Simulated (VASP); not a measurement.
Input of a VASP 6.6.1 run:

INCAR

```
ALGO = Normal
EDIFF = 1E-6
ENCUT = 520
GGA = PE
ISIF = 2
ISMEAR = 0
LASPH = True
LCHARG = False
LREAL = False
LWAVE = False
NBANDS = 16
NELM = 60
PREC = Accurate
SIGMA = 0.05
```

KPOINTS

```
k-points
0
Gamma
  9 9 6
```

File POSCAR:

```
AlN
1.0
    2.9809041676      0.0000000000      0.0000000000
   -1.4904520838      2.5815387354      0.0000000000
    0.0000000000      0.0000000000      4.1875630000
Al N
2 2
Direct
    0.3333333333      0.6666666667      0.7500000000
    0.6666666667      0.3333333333      0.2500000000
    0.3333333333      0.6666666667      0.2500000000
    0.6666666667      0.3333333333      0.7500000000
```

Potentials or basis: VASP PAW PBE potentials, release 64 (Al, N).

Command:

```bash
$ cat potpaw_PBE.64/Al/POTCAR potpaw_PBE.64/N/POTCAR > POTCAR
$ mpirun -np 1 vasp_std > vasp.out
```

Problem. Predict the band gap on the k mesh.

Solution. 4.12 eV, indirect (least direct gap 4.85 eV).

Problem. Predict the pressure.

Solution. 77.5 GPa.

Stress tensor (GPa, compression positive):
```
100.05   0.00   0.00
  0.00 100.05   0.00
  0.00   0.00  32.24
```

Caveat: the cell differs from its parent crystal (strain -0.1000 x Voigt [1, 1, 0, 0, 0, 0]). A k mesh can miss the band edges.
